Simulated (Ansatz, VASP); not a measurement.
## TiC in VASP and in Ansatz

File INCAR:

```
PREC = Accurate
ENCUT = 520
EDIFF = 1E-6
ISMEAR = -1
SIGMA = 0.03
LREAL = False
LASPH = True
NELM = 60
ALGO = Normal
ISIF = 2
LWAVE = False
LCHARG = True
GGA = PS
LELF = True
LVHAR = True
NBANDS = 15
```

File KPOINTS:

```
Automatic mesh
0
Gamma
  16 16 16
```

File POSCAR:

```
TiC
1.0
    0.0000000000      2.1347531715      2.1347531715
    2.1347531715      0.0000000000      2.1347531715
    2.1347531715      2.1347531715      0.0000000000
Ti C
1 1
Direct
    0.0000000000      0.0000000000      0.0000000000
    0.5000000000      0.5000000000      0.5000000000
```

Input for Ansatz:

```yaml
crystal:
  lattice:
    - [0.0, 2.1347531715, 2.1347531715]
    - [2.1347531715, 0.0, 2.1347531715]
    - [2.1347531715, 2.1347531715, 0.0]
  atoms:
    - { symbol: Ti, position: [0.0, 0.0, 0.0] }
    - { symbol: C, position: [0.5, 0.5, 0.5] }
kpoints:
  mp_grid: { grid: [16, 16, 16] }
  band_path:
    path:
      - [0.0, 0.0, 0.0]
      - [0.5, 0.0, 0.5]
      - [0.625, 0.25, 0.625]
      - [0.375, 0.375, 0.75]
      - [0.0, 0.0, 0.0]
      - [0.5, 0.5, 0.5]
      - [0.5, 0.25, 0.75]
      - [0.5, 0.0, 0.5]
    npoints: 5
scf:
  occupations: { method: fermi_dirac, width: 0.03 }
hamiltonian:
  xc: pbesol
  pseudopotentials: { kind: all_electron, lapw: { basis_error: 0.001 } }
output:
  forces: true
  stress: true
  eigenvalues: true
```

Change from the starting cell: volume scaled by 0.96.

Alike in both runs: task single point; functional PBEsol; k mesh 16 × 16 × 16; occupations fermi-dirac, width 0.03 eV; no spin polarisation.

|  | VASP | Ansatz |
| --- | --- | --- |
| version | VASP 6.6.1 | Ansatz 0.2.0 |
| potentials or method | VASP PAW PBE potentials, release 64 (Ti_sv, C), cutoff 520 eV | all-electron LAPW, scalar-relativistic |

|  | VASP | Ansatz | Ansatz less VASP |
| --- | --- | --- | --- |
| pressure (GPa) | 4.7 | 4.6 | -0.16 |

VASP's potentials were made for PBE, not for PBEsol. Ansatz ran all-electron here, and VASP with PAW potentials.
